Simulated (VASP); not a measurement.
# TaO (P6/mmm) in VASP: further runs, part 2 of 2

VASP 6.6.1.

### 4 Relaxation of cell and atoms, PBE, target pressure 20 GPa, at which the enthalpy is minimised

Contents of INCAR:

```
SYSTEM = TaO
ALGO     = Normal         ! electronic algorithm
EDIFF    = 1E-7           ! SCF threshold, eV
EDIFFG   = -0.01          ! ionic threshold
ENCUT    = 600            ! plane-wave cutoff, eV
GGA      = PE             ! functional
IBRION   = 2              ! ionic algorithm
ISIF     = 3              ! what is computed and relaxed
ISMEAR   = -1             ! smearing method
LASPH    = .True.         ! aspherical terms in the spheres
LCHARG   = .False.        ! write CHGCAR
LREAL    = .False.        ! projectors in reciprocal space
LWAVE    = .False.        ! write WAVECAR
NELM     = 100            ! most SCF steps
NSW      = 60             ! ionic steps
PREC     = Accurate       ! precision mode
PSTRESS  = 200.0        
SIGMA    = 0.05           ! smearing width, eV
```

Contents of KPOINTS:

```
k-points
0
Gamma
  10 10 7
  0 0 0
```

Contents of POSCAR:

```
TaO
1.0
    3.0661100000      0.0000000000      0.0000000000
   -1.5330600000      2.6553300000      0.0000000000
    0.0000000000      0.0000000000      3.8550200000
Ta O
1 1
Direct
    0.0000000000      0.0000000000      0.5000000000
    0.0000000000      0.0000000000      0.0000000000
```

Potentials or basis: VASP PAW PBE potentials, release 64 (Ta_pv, O).

The run is started by

```bash
cat potpaw_PBE.64/Ta_pv/POTCAR potpaw_PBE.64/O/POTCAR > POTCAR
mpirun -np 1 vasp_std > vasp.out
```

OUTCAR:

```text
SYSTEM = TaO
   EDIFF = 1E-7
   EDIFFG = -0.01
   ENCUT = 600
   GGA = PE
   IBRION = 2
   ISIF = 3
   ISMEAR = -1
   LASPH = .True.
   LREAL = .False.
   NELM = 100
   NSW = 60
   PREC = Accurate
   PSTRESS = 200.0

 ion  position               nearest neighbor table
   1  0.000  0.000  0.500-   2 1.93   2 1.93
   2  0.000  0.000  0.000-   1 1.93   1 1.93

  LATTYP: Found a hexagonal cell.
 ALAT       =     3.0661100000
 C/A-ratio  =     1.2572999664

  Lattice vectors:

 A1 = (   3.0661100000,   0.0000000000,   0.0000000000)
 A2 = (  -1.5330600000,   2.6553300000,   0.0000000000)
 A3 = (   0.0000000000,   0.0000000000,   3.8550200000)

Analysis of symmetry for initial positions (statically):
=====================================================================
 Subroutine PRICEL returns:
 Original cell was already a primitive cell.

 Routine SETGRP: Setting up the symmetry group for a
 hexagonal supercell.

 Subroutine GETGRP returns: Found 24 space group operations
 (whereof 24 operations were pure point group operations)
 out of a pool of 24 trial point group operations.

The static configuration has the point symmetry D_6h.

Analysis of symmetry for dynamics (positions and initial velocities):
[... 349 lines left out ...]
--------------------------------------- Ionic step       11  -------------------------------------------

 number of electron      16.9999996 magnetization

 Free energy of the ion-electron system (eV)
  ---------------------------------------------------
  ext. energy  EPLUGINS =         0.00000000
  ---------------------------------------------------
  free energy    TOTEN  =       -19.28332321 eV

  energy without entropy =      -19.27119556  energy(sigma->0) =      -19.27725938

 E-fermi :   4.5653     XC(G=0): -11.7758

 val. band max:        4.5276029912   @ k =   0.3000   0.3000   0.1429
 cond. band min:       4.5802505212   @ k =   0.4000   0.2000   0.1429
 fundamental gap:      0.0526475300
 Fermi energy:         4.5652823523

 k-point     1 :       0.0000    0.0000    0.0000
  band No.  band energies     occupation
      1     -29.9707      2.00000
      2     -29.1423      2.00000
      3     -29.1422      2.00000
      4     -14.9724      2.00000
      5      -1.1928      2.00000
      6       1.3617      2.00000
      7       2.7746      2.00000
      8       2.7746      2.00000
      9       5.2757      0.00000
     10       5.2757      0.00000
     11       8.6947      0.00000
     12       8.6947      0.00000
[... 331 lines left out ...]
 k-point    24 :       0.4000    0.1000    0.1429
  band No.  band energies     occupation
      1     -30.1815      2.00000
      2     -29.8459      2.00000
      3     -29.4615      2.00000
      4     -13.9721      2.00000
      5      -0.7334      2.00000
      6       0.9723      2.00000
      7       1.1037      2.00000
      8       2.0307      2.00000
      9       4.4039      1.92366
     10       7.6858      0.00000
     11       7.7837      0.00000
     12      11.9772      0.00000

 [... further k-points ...]

------------------------ aborting loop because EDIFF is reached ----------------------------------------

  FORCE on cell =-STRESS in cart. coord.  units (eV):
  Direction    XX          YY          ZZ          XY          YZ          ZX
  --------------------------------------------------------------------------------------
  -------------------------------------------------------------------------------------
  Total        3.4046201      3.4046225      3.4124731     -0.0000070     -0.0000000      0.0000000
  in kB      200.2200138    200.2201539    200.6818337     -0.0004127     -0.0000000      0.0000000
  external PRESSURE =       0.3740005 kB  Pullay stress =     200.0000000 kB
[... 21 lines left out ...]
  energy  without entropy=      -19.2711955574  energy(sigma->0) =      -19.27725938

  enthalpy is  TOTEN    =       -15.8824442832 eV   P V=        3.4008789284

 reached required accuracy - stopping structural energy minimisation
```

OSZICAR:

```text
N       E                     dE             d eps       ncg     rms          rms(c)
DAV:   1     0.106963139865E+03    0.10696E+03   -0.10071E+04  1344   0.151E+03
[... 112 lines left out ...]
DAV:   1    -0.192838226657E+02    0.30197E-02   -0.15126E-02  1344   0.134E+00    0.133E-01
DAV:   2    -0.192834230078E+02    0.39966E-03   -0.12485E-03  1468   0.356E-01    0.586E-02
DAV:   3    -0.192833461101E+02    0.76898E-04   -0.13003E-04  1576   0.143E-01    0.352E-02
DAV:   4    -0.192833231138E+02    0.22996E-04   -0.55585E-05  1564   0.732E-02    0.235E-02
DAV:   5    -0.192833233863E+02   -0.27249E-06   -0.36759E-06  1496   0.198E-02    0.556E-03
DAV:   6    -0.192833232491E+02    0.13720E-06   -0.67737E-07  1512   0.873E-03    0.164E-03
DAV:   7    -0.192833232116E+02    0.37464E-07   -0.60283E-08   684   0.260E-03
  11 F= -.15882444E+02 E0= -.15876380E+02  d E =-.615028E-04
```

It took 3.4 min on 1 thread of Intel Xeon 8259CL, shared host; peak memory 0.18 GiB.

What came out:

- Free energy: -19.2833 eV
- Relaxed volume: 13.62 Å³/atom
- Relaxed cell: a = 2.874 Å, b = 2.874 Å, c = 3.808 Å, α = 90.00°, β = 90.00°, γ = 120.00°
- Space group after relaxing (to 0.1 Å): P6/mmm (No. 191)
- Energy change on relaxing (the run minimises the enthalpy): +112.6 meV/atom
- Ionic steps: 11
- Pressure after relaxing: 20.0 GPa
- Band gap on the k mesh: zero (an odd number of electrons rules out a gap without spin polarisation)

The path:
```csv
step,energy change (eV),largest force (eV/Å),pressure (GPa),volume (Å³)
1,0.0000,0.0000,0.32,31.39
2,1.8330,0.0000,97.84,23.42
3,0.1430,0.0000,19.21,28.78
4,0.8478,0.0000,26.95,25.10
5,0.2039,0.0000,18.64,27.42
6,0.2085,0.0000,18.66,27.38
7,0.2120,0.0000,18.69,27.35
8,0.2884,0.0000,24.43,26.78
9,0.2280,0.0000,19.97,27.22
10,0.2217,0.0000,20.13,27.27
11,0.2252,0.0000,20.04,27.24
```

Final structure:
```cif
data_structure
_symmetry_space_group_name_H-M 'P 1'
_symmetry_Int_Tables_number 1
_cell_length_a 2.8741
_cell_length_b 2.8741
_cell_length_c 3.8085
_cell_angle_alpha 90.000
_cell_angle_beta 90.000
_cell_angle_gamma 120.000
_cell_volume 27.24
loop_
_atom_site_label
_atom_site_type_symbol
_atom_site_fract_x
_atom_site_fract_y
_atom_site_fract_z
_atom_site_occupancy
Ta1 Ta 0.00000 0.00000 0.50000 1
O1 O 0.00000 0.00000 0.00000 1
```

Caveat: the cell is relaxed towards a set pressure, so the run minimises the enthalpy, not the energy; spin-orbit coupling is left out, which moves the levels of the heavy elements; an odd number of electrons without spin polarisation forces a metal; a magnetic or distorted state may lie lower.

### 5 Relaxation of cell and atoms, PBE, target pressure 30 GPa, at which the enthalpy is minimised

Contents of INCAR:

```
SYSTEM = TaO
PREC = Accurate ; ENCUT = 600
EDIFF = 1E-6 ; ISMEAR = -1
SIGMA = 0.05 ; LREAL = .FALSE.
LASPH = .TRUE. ; NELM = 100
ALGO = Normal ; ISIF = 3
LWAVE = .FALSE. ; LCHARG = .FALSE.
GGA = PE ; IBRION = 2
NSW = 60 ; EDIFFG = -0.01
PSTRESS = 300.0
```

Contents of KPOINTS:

```
regular mesh
0
G
  10 10 7
  0 0 0
```

POSCAR is that of step 4.

The run is started by

```bash
cat potpaw_PBE.64/Ta_pv/POTCAR potpaw_PBE.64/O/POTCAR > POTCAR
mpirun -np 1 vasp_std > vasp.out
```

It took 2.8 min on 1 thread of Intel Xeon 8259CL, shared host; peak memory 0.19 GiB.

Results (log left out):

```
Free energy                                                : -19.0943 eV
Relaxed volume                                             : 13.01 Å³/atom
Relaxed cell                                               : a = 2.817 Å, b = 2.817 Å, c = 3.787 Å, α = 90.00°, β = 90.00°, γ = 120.00°
Space group after relaxing (to 0.1 Å)                      : P6/mmm (No. 191)
Energy change on relaxing (the run minimises the enthalpy) : +207.1 meV/atom
Ionic steps                                                : 12
Pressure after relaxing                                    : 30.0 GPa
Band gap on the k mesh                                     : zero (an odd number of electrons rules out a gap without spin polarisation)
```

The path:
| step | energy change (eV) | largest force (eV/Å) | pressure (GPa) | volume (Å³) |
| --- | --- | --- | --- | --- |
| 1 | 0.0000 | 0.0000 | 0.32 | 31.39 |
| 2 | 5.0645 | 0.0000 | 214.25 | 19.94 |
| 3 | 0.2462 | 0.0000 | 26.33 | 28.06 |
| 4 | 0.2955 | 0.0000 | 29.34 | 27.77 |
| 5 | 2.1906 | 0.0000 | 58.60 | 22.50 |
| 6 | 0.3886 | 0.0000 | 29.80 | 26.17 |
| 7 | 0.4120 | 0.0000 | 30.10 | 26.03 |
| 8 | 0.4184 | 0.0000 | 30.24 | 26.00 |
| 9 | 0.4084 | 0.0000 | 29.57 | 26.05 |
| 10 | 0.4152 | 0.0000 | 30.01 | 26.02 |
| 11 | 0.4129 | 0.0000 | 30.04 | 26.03 |
| 12 | 0.4142 | 0.0000 | 30.03 | 26.02 |

Final structure:
```
Ta O
1.0
     2.81676    0.00000    0.00000
    -1.40838    2.43938    0.00000
     0.00000    0.00000    3.78723
Ta O
1 1
Direct
  0.00000 0.00000 0.50000
  0.00000 0.00000 0.00000
```

Levels at points of the mesh, in eV from the Fermi level:
```csv
k point,band 6,band 7,band 8,band 9,band 10,band 11,band 12
"(0.00, 0.00, 0.00)",-3.12,-1.62,-1.62,0.76,0.76,4.48,4.48
"(0.50, 0.00, 0.00)",-3.84,-2.46,-2.25,-1.20,3.25,5.33,7.11
```

Caveat: the cell is relaxed towards a set pressure, so the run minimises the enthalpy, not the energy; the volume moved by over 15 % at a fixed basis, so the end points are rough; spin-orbit coupling is left out, which moves the levels of the heavy elements; an odd number of electrons without spin polarisation forces a metal; a magnetic or distorted state may lie lower.

### 6 Overview

```csv
cell,gap on the mesh (eV),pressure (GPa)
relaxed to 5 GPa,none,5.0
relaxed to 10 GPa,none,10.0
relaxed to 20 GPa,none,20.0
relaxed to 30 GPa,none,30.0
```

Alike in all rows: task relaxation of cell and atoms; level PBE; potentials or basis VASP PAW PBE potentials, release 64 (Ta_pv, O); no spin polarisation; k mesh 10 × 10 × 7; cutoff (eV) 600; smearing fermi-dirac 0.05 eV.

Caveats: the cell is relaxed towards a set pressure, so the run minimises the enthalpy, not the energy; spin-orbit coupling is left out, which moves the levels of the heavy elements; an odd number of electrons without spin polarisation forces a metal; a magnetic or distorted state may lie lower; the volume moved by over 15 % at a fixed basis, so the end points are rough (at least some runs).

Total energies depend on the potentials used, so only differences within one code and one set of settings carry meaning.
